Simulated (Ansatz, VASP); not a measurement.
# One calculation of RuCl, two programs

```
Ru Cl
1.0
     3.41795    0.00000    0.00000
     0.00000    3.41795    0.00000
     0.00000    0.00000    3.41795
Ru Cl
1 1
Direct
  0.50000 0.50000 0.50000
  0.00000 0.00000 0.00000
```

Change from the starting cell: species swapped into the HfTc type (Pm-3m, No. 221).

Alike in both runs: task single point; functional PBE; k mesh 6 × 6 × 6; occupations gaussian, width 0.1 eV; collinear spin.

|  | VASP | Ansatz |
| --- | --- | --- |
| version | VASP 6.6.1 | Ansatz 0.2.0 |
| potentials or method | VASP PAW PBE potentials, release 64 (Ru_pv, Cl), cutoff 520 eV | scalar-relativistic, plane waves, PAW |
| valence electrons in the cell | 21 | 23 |

```tsv
	VASP	Ansatz	Ansatz less VASP
gap on the k mesh at the Fermi level (eV)	none	none	-
pressure (GPa)	-7.8	-7.8	+0.05
net moment per atom (μB)	1.51	1.51	0.000
size of the moment on the site where the two differ most (μB)	0.19	0.22	+0.025
```

Site moments also hang on the region over which each program counts them. A gap of «none» marks a metal or a gap that the smearing closes. VASP's potentials hold 21 valence electrons a cell and Ansatz's 23, so a difference there can come from the potentials and not from the codes.
